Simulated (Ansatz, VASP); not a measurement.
# PbSe in VASP and in Ansatz

File INCAR:

```
ALGO = Normal ; EDIFF = 1E-6
ENCUT = 520 ; GGA = PS
ISIF = 2 ; ISMEAR = 0
LASPH = True ; LCHARG = False
LREAL = False ; LWAVE = False
NBANDS = 28 ; NELM = 80
PREC = Accurate ; SIGMA = 0.02
```

File KPOINTS:

```
k-points
0
Gamma
  6 6 6
```

The input POSCAR:

```
PbSe
1.0
    0.0300921719     11.8606390911      3.2082425768
    3.0441937078      0.0329252436      3.1118410778
    3.0697852432     11.8421820681      0.1008916365
Pb Se
2 2
Direct
    0.1129351925      0.7890527041      0.2725928031
    0.8649959453      0.2123207528      0.7475753523
    0.6846230796      0.2880877376      0.7071947231
    0.3034499859      0.6765398018      0.3066329182
```

Input for Ansatz:

```yaml
crystal:
  lattice:
    - [0.0300921719, 11.8606390911, 3.2082425768]
    - [3.0441937078, 0.0329252436, 3.1118410778]
    - [3.0697852432, 11.8421820681, 0.1008916365]
  atoms:
    - { symbol: Pb, position: [0.1129351925, 0.7890527041, 0.2725928031] }
    - { symbol: Pb, position: [0.8649959453, 0.2123207528, 0.7475753523] }
    - { symbol: Se, position: [0.6846230796, 0.2880877376, 0.7071947231] }
    - { symbol: Se, position: [0.3034499859, 0.6765398018, 0.3066329182] }
basis:
  ecutwfc: 420
kpoints:
  mp_grid: { grid: [6, 6, 6] }
hamiltonian:
  xc: pbesol
scf:
  occupations: { method: gaussian, width: 0.02 }
output:
  forces: true
  stress: true
  eigenvalues: true
  populations: true
```

Change from the starting cell: all atoms moved at random, cell strained at random.

Alike in both runs: task single point; functional PBEsol; k mesh 6 × 6 × 6; occupations gaussian, width 0.02 eV; no spin polarisation.

```csv
,VASP,Ansatz
version,VASP 6.6.1,Ansatz 0.2.0
potentials or method,"VASP PAW PBE potentials, release 64 (Pb_d, Se), cutoff 520 eV","scalar-relativistic, plane waves, PAW"
valence electrons in the cell,40,60
```

|  | VASP | Ansatz | Ansatz less VASP |
| --- | --- | --- | --- |
| gap on the k mesh at the Fermi level (eV) | 1.40 | 1.41 | +0.007 |
| least direct gap on the mesh (eV) | 1.40 | 1.41 | +0.007 |
| pressure (GPa) | 1.8 | 1.8 | -0.02 |
| traceless stress, the component that is largest in VASP (GPa) | 1.54 | 1.52 | -0.021 |
| rms of the force components (eV/Å) | 0.602 | 0.591 | -0.0105 |

VASP's potentials were made for PBE, not for PBEsol. Atom by atom the forces differ by 0.011 eV/Å (rms over components). VASP's potentials hold 40 valence electrons a cell and Ansatz's 60, so a difference there can come from the potentials and not from the codes.

Spin-orbit coupling is off throughout.
